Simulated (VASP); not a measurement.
# S3O (P6_3/mmc) in VASP: a series of runs

The runs below take S3O through single point, with PBE+D3(BJ).

Everything below comes from runs of VASP 6.6.1. Logs are shortened: lines on timing, memory, paths and dates and some standing lists are left out, and cuts for length are marked.

### Step 1. The cell of the first run

Symmetry: P6_3/mmc, No. 194, hexagonal system. Conventional cell: a = 5.736 Å, b = 5.736 Å, c = 4.804 Å, α = 90.00°, β = 90.00°, γ = 120.00°. S (site symmetry mm2) has 8 S at 2.86 to 2.92 Å and 4 O at 2.87 to 2.92 Å within 3.8 Å. O (site symmetry -6m2) has 12 S at 2.87 to 2.92 Å within 3.8 Å.

The cell was generated, and may not be a known phase.

### Step 2. Single point, PBE+D3(BJ), collinear spin, ferromagnetic start

INCAR

```
SYSTEM = S3O
ALGO = Normal ; EDIFF = 1E-7
ENCUT = 520 ; GGA = PE
ISIF = 2 ; ISMEAR = 0
ISPIN = 2 ; IVDW = 12
LASPH = .True. ; LCHARG = .False.
LORBIT = 11 ; LREAL = .False.
LWAVE = .False. ; MAGMOM = 0 0 0 0 0 0 1 1
NBANDS = 38 ; NELM = 150
PREC = Accurate ; SIGMA = 0.1
```

KPOINTS

```
k-points
0
Gamma
  6 6 4
  0 0 0
```

POSCAR

```
S3O
1.0
    5.7359234600      0.0000000000      0.0000000000
   -2.8679617300      4.9674554300      0.0000000000
    0.0000000000      0.0000000000      4.8035762500
S O
6 2
Direct
    0.1662867800      0.3325735600      0.2500000000
    0.6674264400      0.8337132200      0.2500000000
    0.1662867800      0.8337132200      0.2500000000
    0.8337132200      0.6674264400      0.7500000000
    0.3325735600      0.1662867800      0.7500000000
    0.8337132200      0.1662867800      0.7500000000
    0.3333333300      0.6666666700      0.7500000000
    0.6666666700      0.3333333300      0.2500000000
```

Potentials or basis: VASP PAW PBE potentials, release 64 (S, O).

Started as:

```console
cat potpaw_PBE.64/S/POTCAR potpaw_PBE.64/O/POTCAR > POTCAR
mpirun -np 1 vasp_std > vasp.out
```

OUTCAR:

```text
SYSTEM = S3O
   EDIFF = 1E-7
   ENCUT = 520
   GGA = PE
   ISIF = 2
   ISMEAR = 0
   ISPIN = 2
   IVDW = 12
   LASPH = .True.
   LORBIT = 11
   LREAL = .False.
   NELM = 150
   PREC = Accurate
 IVDW          = 12

 ion  position               nearest neighbor table
   1  0.166  0.333  0.250-
   2  0.667  0.834  0.250-
   3  0.166  0.834  0.250-
   4  0.834  0.667  0.750-
   5  0.333  0.166  0.750-
   6  0.834  0.166  0.750-
   7  0.333  0.667  0.750-
   8  0.667  0.333  0.250-

  LATTYP: Found a hexagonal cell.
 ALAT       =     5.7359234600
 C/A-ratio  =     0.8374547331

  Lattice vectors:

 A1 = (   5.7359234600,   0.0000000000,   0.0000000000)
 A2 = (  -2.8679617300,   4.9674554300,   0.0000000000)
 A3 = (   0.0000000000,   0.0000000000,   4.8035762500)

Analysis of symmetry for initial positions (statically):
=====================================================================
 Subroutine PRICEL returns:
 Original cell was already a primitive cell.

 Routine SETGRP: Setting up the symmetry group for a
 hexagonal supercell.

 Subroutine GETGRP returns: Found 24 space group operations
 (whereof 12 operations were pure point group operations)
 out of a pool of 24 trial point group operations.

The static configuration has the point symmetry D_3d.
 The point group associated with its full space group is D_6h.

Analysis of symmetry for dynamics (positions and initial velocities):
=====================================================================
 Subroutine PRICEL returns:
 Original cell was already a primitive cell.

 Routine SETGRP: Setting up the symmetry group for a
 hexagonal supercell.

 Subroutine GETGRP returns: Found 24 space group operations
 (whereof 12 operations were pure point group operations)
 out of a pool of 24 trial point group operations.

The dynamic configuration has the point symmetry D_3d.
 The point group associated with its full space group is D_6h.

Analysis of structural, dynamic, and magnetic symmetry:
=====================================================================
 Subroutine PRICEL returns:
 Original cell was already a primitive cell.

 Routine SETGRP: Setting up the symmetry group for a
 hexagonal supercell.
[... 150 lines left out ...]
 NGX is ok and might be reduce to    48
   NGX = 21   NGY = 21   NGZ = 17

 number of electron      47.9999999 magnetization      -0.0013282

 number of electron      47.9999999 magnetization       0.0000375

 Free energy of the ion-electron system (eV)
  ---------------------------------------------------
  ext. energy  EPLUGINS =         0.00000000
  ---------------------------------------------------
  free energy    TOTEN  =       -22.40324882 eV

  energy without entropy =      -22.34042252  energy(sigma->0) =      -22.37183567

 E-fermi :   3.9806     XC(G=0): -10.2472

 val. band max:        3.9770303391   @ k =   0.3333  -0.0000   0.0000
 cond. band min:       3.9958430213   @ k =   0.1667   0.1667   0.5000
 fundamental gap:      0.0188126822
 Fermi energy:         3.9805655076

 spin component 1

 k-point     1 :       0.0000    0.0000    0.0000
  band No.  band energies     occupation
      1     -12.5379      1.00000
      2     -11.9648      1.00000
      3     -10.1399      1.00000
      4      -8.3297      1.00000
      5      -8.1783      1.00000
      6      -8.1783      1.00000
[... 808 lines left out ...]
     35      13.6125      0.00000
     36      13.6125      0.00000
 Fermi energy:         3.9805655076

 spin component 2

 k-point     1 :       0.0000    0.0000    0.0000
  band No.  band energies     occupation
      1     -12.5379      1.00000
      2     -11.9649      1.00000
      3     -10.1399      1.00000
      4      -8.3297      1.00000
      5      -8.1783      1.00000
      6      -8.1783      1.00000
[... 808 lines left out ...]
     35      13.6125      0.00000
     36      13.6125      0.00000
 [bands above 36 left out]

------------------------ aborting loop because EDIFF is reached ----------------------------------------

 Edisp (eV)   -2.04374

 E8    (eV) :    -0.7057

  FORCE on cell =-STRESS in cart. coord.  units (eV):
  Direction    XX          YY          ZZ          XY          YZ          ZX
  --------------------------------------------------------------------------------------
  -------------------------------------------------------------------------------------
  Total     -12.72498   -12.72498   -16.32283    -0.00000     0.00000     0.00000
  in kB    -148.95865  -148.95865  -191.07510    -0.00000     0.00000     0.00000
  external pressure =     -163.00 kB  Pullay stress =        0.00 kB

 VOLUME and BASIS-vectors are now :
 -----------------------------------------------------------------------------
  energy-cutoff  :      520.00
  volume of cell :      136.87
      direct lattice vectors                 reciprocal lattice vectors
     5.735923460  0.000000000  0.000000000     0.174339844  0.100655156  0.000000000
    -2.867961730  4.967455430  0.000000000     0.000000000  0.201310312  0.000000000
     0.000000000  0.000000000  4.803576250     0.000000000  0.000000000  0.208178230

 POSITION                                       TOTAL-FORCE (eV/Angst)
 -----------------------------------------------------------------------------------
      0.00000      1.65204      1.20089         0.000000     -0.175267     -0.000000
      1.43725      4.14143      1.20089         0.151786      0.087634      0.000000
     -1.43725      4.14143      1.20089        -0.151786      0.087634      0.000000
      2.86796      3.31541      3.60268         0.000000      0.175267      0.000000
      1.43071      0.82602      3.60268        -0.151786     -0.087634      0.000000
      4.30521      0.82602      3.60268         0.151786     -0.087634      0.000000
     -0.00000      3.31164      3.60268         0.000000      0.000000      0.000000
      2.86796      1.65582      1.20089         0.000000      0.000000      0.000000
 -----------------------------------------------------------------------------------
    total drift:                               -0.000027      0.000016      0.000000

  FREE ENERGIE OF THE ION-ELECTRON SYSTEM (eV)
  ---------------------------------------------------
  free  energy   TOTEN  =       -24.4469867084 eV

  energy  without entropy=      -24.3841604136  energy(sigma->0) =      -24.41557356

 total charge

# of ion       s       p       d       tot
------------------------------------------
    1        1.445   1.945   0.000   3.390
    2        1.445   1.945   0.000   3.390
    3        1.445   1.945   0.000   3.390
    4        1.445   1.945   0.000   3.390
    5        1.445   1.945   0.000   3.390
    6        1.445   1.945   0.000   3.390
    7        1.619   3.053   0.000   4.673
    8        1.619   3.053   0.000   4.673
--------------------------------------------------
tot         11.907  17.778   0.000  29.685

 magnetization (x)

# of ion       s       p       d       tot
------------------------------------------
    1        0.000   0.000   0.000   0.000
    2        0.000   0.000   0.000   0.000
    3        0.000   0.000   0.000   0.000
    4        0.000   0.000   0.000   0.000
    5        0.000   0.000   0.000   0.000
    6        0.000   0.000   0.000   0.000
    7       -0.000  -0.000   0.000  -0.000
    8       -0.000  -0.000   0.000  -0.000
--------------------------------------------------
tot          0.000   0.000   0.000   0.000
```

OSZICAR:

```text
N       E                     dE             d eps       ncg     rms          rms(c)
DAV:   1     0.226943553755E+03    0.22694E+03   -0.22131E+04  3192   0.113E+03
DAV:   2    -0.113551381685E+02   -0.23830E+03   -0.22401E+03  4176   0.211E+02
DAV:   3    -0.274775863821E+02   -0.16122E+02   -0.15661E+02  3746   0.566E+01
[... 20 lines left out ...]
DAV:  24    -0.224032480881E+02   -0.94315E-08   -0.33786E-06  3714   0.722E-03    0.234E-03
DAV:  25    -0.224032483420E+02   -0.25389E-06   -0.21394E-06  3718   0.587E-03    0.141E-03
DAV:  26    -0.224032485348E+02   -0.19285E-06   -0.10902E-06  3440   0.423E-03    0.101E-03
DAV:  27    -0.224032487798E+02   -0.24495E-06   -0.13041E-07  2302   0.260E-03    0.400E-04
DAV:  28    -0.224032488152E+02   -0.35448E-07   -0.32345E-08  2022   0.117E-03
   1 F= -.24446987E+02 E0= -.24415574E+02  d E =-.628263E-01  mag=     0.0000
```

stdout:

```text
POSCAR found type information on POSCAR S O
 POSCAR found :  2 types and       8 ions
 scaLAPACK will be used
 LDA part: xc-table for (Slater+PW92), standard interpolation
 POSCAR, INCAR and KPOINTS ok, starting setup
 FFT: planning ... GRIDC
 FFT: planning ... GRID_SOFT
 FFT: planning ... GRID
 WAVECAR not read
 entering main loop
```

It took 5.1 min on 1 thread of Intel Xeon Platinum 8259CL at 2.50GHz (Skylake/Cascade Lake), shared host; peak memory 0.42 GiB.

Results:

```
Free energy                                           : -24.4470 eV
Pressure                                              : -16.3 GPa
Largest force                                         : 0.175 eV/Å
Band gap on the k mesh                                : zero (filled and empty bands overlap)
Net moment                                            : 0.00 μB per cell
Valence electrons inside the program's atomic spheres : S 3.39; O 4.67
Dispersion energy per atom                            : -0.255 eV
```

Forces in eV/Å, atoms in the order of the input:
```
S    0.000 -0.175  0.000
S    0.152  0.088  0.000
S   -0.152  0.088  0.000
S    0.000  0.175  0.000
S   -0.152 -0.088  0.000
S    0.152 -0.088  0.000
O    0.000  0.000  0.000
O    0.000  0.000  0.000
```

Stress tensor (GPa, compression positive):
```
-14.90   0.00   0.00
  0.00 -14.90   0.00
  0.00   0.00 -19.11
```

Levels at points of the mesh, in eV from the Fermi level:
Spin up:
```
           k point  band 21  band 22  band 23  band 24  band 25  band 26  band 27  band 28
(0.00, 0.00, 0.00)    -0.66    -0.18    -0.17    -0.17     0.28     0.28     1.78     1.88
(0.50, 0.00, 0.00)    -0.94    -0.82    -0.74    -0.44    -0.39     0.05     0.18     0.32
(0.00, 0.00, 0.50)    -0.27    -0.27     0.40     0.40     0.40     0.40     0.72     0.72
(0.50, 0.00, 0.50)    -0.64    -0.64    -0.36    -0.36     0.17     0.17     0.33     0.33
```
Spin down:
```csv
k point,band 22,band 23,band 24,band 25,band 26,band 27
"(0.00, 0.00, 0.00)",-0.18,-0.17,-0.17,0.28,0.28,1.78
"(0.50, 0.00, 0.00)",-0.82,-0.74,-0.44,-0.39,0.05,0.18
"(0.00, 0.00, 0.50)",-0.27,0.40,0.40,0.40,0.40,0.72
"(0.50, 0.00, 0.50)",-0.64,-0.36,-0.36,0.17,0.17,0.33
```

Caveat: the cell stands under tension.

### Step 3. Single point, PBE+D3(BJ)

This run uses another cell than the first one, of 13.80 Å³/atom.

INCAR

```
SYSTEM = S3O
PREC = Accurate
ENCUT = 520
EDIFF = 1E-7
ISMEAR = 0
SIGMA = 0.1
LREAL = .False.
LASPH = .True.
NELM = 100
ALGO = Normal
ISIF = 2
LWAVE = .False.
LCHARG = .False.
GGA = PE
IVDW = 12
NBANDS = 34
```

KPOINTS

```
regular mesh
0
Gamma
  3 3 6
  0 0 0
```

POSCAR

```
S3O
1.0
    6.2680562983      0.0000000000      0.0000000000
   -3.1340281491      5.4282959867      0.0000000000
    0.0000000000      0.0000000000      3.2447982790
S O
6 2
Direct
    0.1692710909      0.3385421817      0.2500000000
    0.6614578183      0.8307289091      0.2500000000
    0.1692710909      0.8307289091      0.2500000000
    0.8307289091      0.6614578183      0.7500000000
    0.3385421817      0.1692710909      0.7500000000
    0.8307289091      0.1692710909      0.7500000000
    0.3333333333      0.6666666667      0.7500000000
    0.6666666667      0.3333333333      0.2500000000
```

Potentials or basis: VASP PAW PBE potentials, release 64 (S, O).

Started as:

```console
cat potpaw_PBE.64/S/POTCAR potpaw_PBE.64/O/POTCAR > POTCAR
mpirun -np 1 vasp_std > vasp.out
```

Run time: 68 s. Hardware: 1 thread of Intel Xeon 8259CL, shared host; peak memory 0.23 GiB.

It converged, with:

| Property | Result |
| --- | --- |
| Free energy | -29.9522 eV |
| Pressure | -0.5 GPa |
| Largest force | 0.026 eV/Å |
| Band gap on the k mesh | zero (bands 24 and 25 overlap by 1.37 eV) |
| Dispersion energy per atom | -0.311 eV |

Forces in eV/Å, atoms in the order of the input:
```
S    0.000 -0.026  0.000
S    0.023  0.013  0.000
S   -0.023  0.013  0.000
S    0.000  0.026  0.000
S   -0.023 -0.013  0.000
S    0.023 -0.013  0.000
O    0.000  0.000  0.000
O    0.000  0.000  0.000
```

Stress tensor (GPa, compression positive):
```
-0.36  0.00  0.00
 0.00 -0.36  0.00
 0.00  0.00 -0.68
```

Levels at points of the mesh, in eV from the Fermi level:
| k point | band 20 | band 21 | band 22 | band 23 | band 24 | band 25 | band 26 | band 27 | band 28 | band 29 |
| --- | --- | --- | --- | --- | --- | --- | --- | --- | --- | --- |
| (0.00, 0.00, 0.00) | -2.54 | -1.56 | -0.70 | -0.44 | -0.44 | 0.02 | 0.02 | 1.20 | 1.20 | 1.98 |
| (0.00, 0.00, 0.50) | -1.95 | -0.66 | -0.66 | -0.37 | -0.37 | -0.37 | -0.37 | 0.17 | 0.17 | 2.14 |

Caveat: the k points lie up to 0.39 Å⁻¹ apart, too coarse for converged energies and pressures of a metal.

### Step 4. Single point, PBE+D3(BJ)

This run uses another cell than the first one, of 13.77 Å³/atom.

INCAR

```
PREC = Accurate
ENCUT = 520
EDIFF = 1E-6
ISMEAR = 0
SIGMA = 0.1
LREAL = F
LASPH = T
NELM = 60
ALGO = Normal
ISIF = 2
LWAVE = F
LCHARG = F
GGA = PE
IVDW = 12
NBANDS = 34
```

KPOINTS

```
Automatic mesh
0
Gamma
  6 6 12
```

POSCAR

```
S3O
1.0
    6.2819582318      0.0000000000      0.0000000000
   -3.1409791159      5.4403354143      0.0000000000
    0.0000000000      0.0000000000      3.2233693084
S O
6 2
Direct
    0.1688010380      0.3376020760      0.2500000000
    0.6623979240      0.8311989620      0.2500000000
    0.1688010380      0.8311989620      0.2500000000
    0.8311989620      0.6623979240      0.7500000000
    0.3376020760      0.1688010380      0.7500000000
    0.8311989620      0.1688010380      0.7500000000
    0.3333333333      0.6666666667      0.7500000000
    0.6666666667      0.3333333333      0.2500000000
```

Potentials or basis: VASP PAW PBE potentials, release 64 (S, O).

Started as:

```console
cat potpaw_PBE.64/S/POTCAR potpaw_PBE.64/O/POTCAR > POTCAR
mpirun -np 1 vasp_std > vasp.out
```

OUTCAR:

```text
PREC = Accurate
   ENCUT = 520
   EDIFF = 1E-6
   ISMEAR = 0
   LREAL = F
   LASPH = T
   NELM = 60
   ISIF = 2
   GGA = PE
   IVDW = 12
 IVDW          = 12

 ion  position               nearest neighbor table
   1  0.169  0.338  0.250-   6 2.44   6 2.44   5 2.44   5 2.44
   2  0.662  0.831  0.250-   4 2.44   4 2.44   6 2.44   6 2.44
   3  0.169  0.831  0.250-   4 2.44   4 2.44   5 2.44   5 2.44
   4  0.831  0.662  0.750-   3 2.44   3 2.44   2 2.44   2 2.44
[... 1110 lines left out ...]
  -------------------------------------------------------------------------------------
  Total      -0.16343    -0.16343    -0.26954     0.00000     0.00000     0.00000
  in kB      -2.37692    -2.37692    -3.92014     0.00000     0.00000     0.00000
  external pressure =       -2.89 kB  Pullay stress =        0.00 kB

 VOLUME and BASIS-vectors are now :
 -----------------------------------------------------------------------------
  energy-cutoff  :      520.00
  volume of cell :      110.16
      direct lattice vectors                 reciprocal lattice vectors
     6.281958232  0.000000000  0.000000000     0.159186031  0.091906098  0.000000000
    -3.140979116  5.440335414  0.000000000     0.000000000  0.183812196  0.000000000
     0.000000000  0.000000000  3.223369308     0.000000000  0.000000000  0.310234387

 POSITION                                       TOTAL-FORCE (eV/Angst)
 -----------------------------------------------------------------------------------
     -0.00000      1.83667      0.80584        -0.000000     -0.032771      0.000000
      1.55038      4.52200      0.80584         0.028381      0.016386     -0.000000
     -1.55038      4.52200      0.80584        -0.028381      0.016386     -0.000000
      3.14098      3.60367      2.41753         0.000000      0.032771     -0.000000
      1.59060      0.91833      2.41753        -0.028381     -0.016386      0.000000
      4.69136      0.91833      2.41753         0.028381     -0.016386     -0.000000
     -0.00000      3.62689      2.41753        -0.000000      0.000000     -0.000000
      3.14098      1.81345      0.80584        -0.000000     -0.000000     -0.000000
 -----------------------------------------------------------------------------------
    total drift:                               -0.000001      0.000000     -0.000000

  FREE ENERGIE OF THE ION-ELECTRON SYSTEM (eV)
  ---------------------------------------------------
  free  energy   TOTEN  =       -29.9225313711 eV

  energy  without entropy=      -29.9007771513  energy(sigma->0) =      -29.91165426
```

OSZICAR:

```text
N       E                     dE             d eps       ncg     rms          rms(c)
DAV:   1     0.246502218502E+03    0.24650E+03   -0.23302E+04  3332   0.130E+03
DAV:   2    -0.137103794859E+02   -0.26021E+03   -0.24485E+03  4426   0.243E+02
DAV:   3    -0.304148929178E+02   -0.16705E+02   -0.16088E+02  4070   0.631E+01
DAV:   4    -0.306779042274E+02   -0.26301E+00   -0.26187E+00  3850   0.909E+00
DAV:   5    -0.306837441224E+02   -0.58399E-02   -0.58346E-02  4028   0.120E+00    0.274E+01
DAV:   6    -0.328519659004E+02   -0.21682E+01   -0.27420E+01  3438   0.384E+01    0.289E+01
DAV:   7    -0.275243779459E+02    0.53276E+01   -0.11599E+01  4248   0.203E+01    0.143E+01
DAV:   8    -0.274536779349E+02    0.70700E-01   -0.16123E+00  3708   0.760E+00    0.178E+00
DAV:   9    -0.274370017566E+02    0.16676E-01   -0.17426E-01  3520   0.223E+00    0.938E-01
DAV:  10    -0.274401731250E+02   -0.31714E-02   -0.99396E-03  4016   0.508E-01    0.108E+00
DAV:  11    -0.274337069065E+02    0.64662E-02   -0.10661E-02  3896   0.691E-01    0.541E-01
DAV:  12    -0.274330291815E+02    0.67772E-03   -0.38347E-03  3850   0.281E-01    0.294E-01
DAV:  13    -0.274326952499E+02    0.33393E-03   -0.31465E-04  3532   0.964E-02    0.204E-01
DAV:  14    -0.274324602301E+02    0.23502E-03   -0.19312E-04  3510   0.821E-02    0.120E-01
DAV:  15    -0.274323599983E+02    0.10023E-03   -0.31898E-04  3466   0.102E-01    0.911E-03
DAV:  16    -0.274323679477E+02   -0.79494E-05   -0.21012E-05  4170   0.227E-02    0.278E-02
DAV:  17    -0.274323614994E+02    0.64483E-05   -0.19311E-05  3490   0.262E-02    0.721E-03
DAV:  18    -0.274323610687E+02    0.43074E-06   -0.65870E-07  1868   0.453E-03
   1 F= -.29922531E+02 E0= -.29911654E+02  d E =-.217542E-01
```

stdout:

```text
POSCAR found type information on POSCAR S O
 POSCAR found :  2 types and       8 ions
 scaLAPACK will be used
 LDA part: xc-table for (Slater+PW92), standard interpolation
 POSCAR, INCAR and KPOINTS ok, starting setup
 FFT: planning ... GRIDC
 FFT: planning ... GRID_SOFT
 FFT: planning ... GRID
 WAVECAR not read
 entering main loop
```

Run time: 4.6 min. Hardware: 1 thread of Intel Xeon 8259CL, shared host; peak memory 0.3 GiB.

What came out:

| Property | Result |
| --- | --- |
| Free energy | -29.9225 eV |
| Pressure | -0.3 GPa |
| Largest force | 0.033 eV/Å |
| Band gap on the k mesh | zero (bands 24 and 25 overlap by 1.43 eV) |
| Dispersion energy per atom | -0.311 eV |

Forces on the atoms (eV/Å):
```
S    0.000 -0.033  0.000
S    0.028  0.016  0.000
S   -0.028  0.016  0.000
S    0.000  0.033  0.000
S   -0.028 -0.016  0.000
S    0.028 -0.016  0.000
O    0.000  0.000  0.000
O    0.000  0.000  0.000
```

### Step 5. Overview

| spin | cell | k mesh | gap on the mesh (eV) | pressure (GPa) | largest force (eV/Å) |
| --- | --- | --- | --- | --- | --- |
| collinear, ferromagnetic start | a = 5.736, b = 5.736, c = 4.804 Å, angles 90.0, 90.0, 120.0°, 8 atoms, atomic positions A | 6 × 6 × 4 | none | -16.3 | 0.18 |
| off | a = 6.268, b = 6.268, c = 3.245 Å, angles 90.0, 90.0, 120.0°, 8 atoms, atomic positions B | 3 × 3 × 6 | none | -0.5 | 0.03 |
| off | a = 6.282, b = 6.282, c = 3.223 Å, angles 90.0, 90.0, 120.0°, 8 atoms, atomic positions C | 6 × 6 × 12 | none | -0.3 | 0.03 |

Alike in all rows: task single point; level PBE+D3(BJ); potentials or basis VASP PAW PBE potentials, release 64 (S, O); cutoff (eV) 520; smearing gaussian 0.1 eV.

Caveats: some runs use coarse meshes; the cell stands under tension (at least some runs).

Absolute energies hang on the potentials; compare differences alone.

The gap in the log of VASP goes by the Fermi energy; the results here count the filled bands.